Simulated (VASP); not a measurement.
Set up this calculation in VASP 6.6.1, as the native input.

- Task: single point
- Functional: RPBE
- Potentials or basis: VASP PAW PBE potentials, release 64 (Lu)
- Cutoff: 520 eV
- k mesh: 11 × 11 × 11
- Occupations: fermi-dirac, width 0.1 eV
- Spin: no spin polarisation
- Dipole correction: no
- Further INCAR settings: ALGO = Normal; EDIFF = 1e-07; NBANDS = 18

The structure of Lu lies in POSCAR:

```
Lu
1.0
    3.3945911545      0.0000000000      0.0000000000
    0.0000000000      3.3945911545      0.0000000000
    0.0000000000      0.0000000000      3.3945911545
Lu
1
Direct
    0.0000000000      0.0000000000      0.0000000000
```

This cell differs from its parent crystal: volume scaled by 1.12.

One way to write it, as run:

INCAR

```
PREC = Accurate
ENCUT = 520
EDIFF = 1E-7
ISMEAR = -1
SIGMA = 0.1
LREAL = F
LASPH = T
NELM = 100
ALGO = Normal
ISIF = 2
LWAVE = F
LCHARG = F
GGA = RP
NBANDS = 18
```

KPOINTS

```
regular mesh
0
Gamma
  11 11 11
```

Potentials or basis: VASP PAW PBE potentials, release 64 (Lu).

Command:

```bash
$ cat potpaw_PBE.64/Lu/POTCAR > POTCAR
$ mpirun -np 1 vasp_std > vasp.out
```

It gave:

| Property | Result |
| --- | --- |
| Pressure | -2.6 GPa |

Caveat: the PAW data sets were made with another functional, which shifts forces and pressure a little.

Run time: 32 s on 1 thread of Intel(R) Xeon(R) Platinum 8488C (Sapphire Rapids), with other jobs on the host, peak memory 0.19 GiB.
